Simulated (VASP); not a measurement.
Wanted: the native input for a VASP 6.6.1 run.

| Quantity | Value |
| --- | --- |
| Task | single point |
| Functional | PBE |
| Potentials or basis | VASP PAW PBE potentials, release 64 (Zn) |
| Cutoff | 520 eV |
| k mesh | 16 × 16 × 9 |
| Occupations | fermi-dirac, width 0.05 eV |
| Spin | no spin polarisation |
| Dipole correction | no |
| Further INCAR settings | ALGO = Normal; EDIFF = 1e-07; NBANDS = 19 |

The structure of Zn lies in POSCAR:

```
Zn
1.0
    2.5113870994      0.0000000000      0.0000000000
   -1.2556935497      2.1749250268      0.0000000000
    0.0000000000      0.0000000000      4.4144225783
Zn
2
Direct
    0.3333333333      0.6666666667      0.2500000000
    0.6666666667      0.3333333333      0.7500000000
```

This cell differs from its parent crystal: volume scaled by 0.8.

The input as run:

INCAR

```
SYSTEM = Zn
PREC = Accurate ; ENCUT = 520
EDIFF = 1E-7 ; ISMEAR = -1
SIGMA = 0.05 ; LREAL = .FALSE.
LASPH = .TRUE. ; NELM = 100
ALGO = Normal ; ISIF = 2
LWAVE = .FALSE. ; LCHARG = .FALSE.
GGA = PE ; NBANDS = 19
```

KPOINTS

```
regular mesh
0
G
  16 16 9
  0 0 0
```

Potentials or basis: VASP PAW PBE potentials, release 64 (Zn).

Run with:

```bash
$ cat potpaw_PBE.64/Zn/POTCAR > POTCAR
$ mpirun -np 1 vasp_std > vasp.out
```

Results of the run:

```
Pressure               : 29.3 GPa
Band gap on the k mesh : zero (band 12 reaches 6.83 eV, above the bottom of band 13 at 2.92 eV)
```

Run time: 43 s on 1 thread of Intel Xeon 6975P-C (shared host), peak memory 0.18 GiB.
